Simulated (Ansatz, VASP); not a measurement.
## Two plane-wave programs on CsN2

```
CELL_PARAMETERS angstrom
-2.13281 2.13281 4.63534
2.13281 -2.13281 4.63534
2.13281 2.13281 -4.63534
ATOMIC_POSITIONS crystal
Cs 0.00000 0.00000 0.00000
N 0.64309 0.64309 0.00000
N 0.35691 0.35691 0.00000
```

Alike in both runs: functional PBE; k mesh 6 × 6 × 6; occupations gaussian, width 0.1 eV; collinear spin.

Ansatz relaxed the structure, and its values are those at the end. VASP's run is a single point on that final structure, the one shown.

|  | VASP | Ansatz |
| --- | --- | --- |
| version | VASP 6.6.1 | Ansatz 0.2.0 |
| potentials or method | VASP PAW PBE potentials, release 64 (Cs_sv, N), cutoff 520 eV | scalar-relativistic, plane waves, PAW |
| valence electrons in the cell | 19 | 19 |

```csv
,VASP,Ansatz,Ansatz less VASP
gap on the k mesh at the Fermi level (eV),0.11,0.10,-0.003
least direct gap on the mesh (eV),0.11,0.10,-0.003
pressure (GPa),0.3,0.3,-0.01
net moment per atom (μB),1.67,1.67,0.000
size of the moment on the site where the two differ most (μB),1.59,2.15,+0.561
```

Site moments also hang on the region over which each program counts them.

Neither program's run includes spin-orbit coupling.
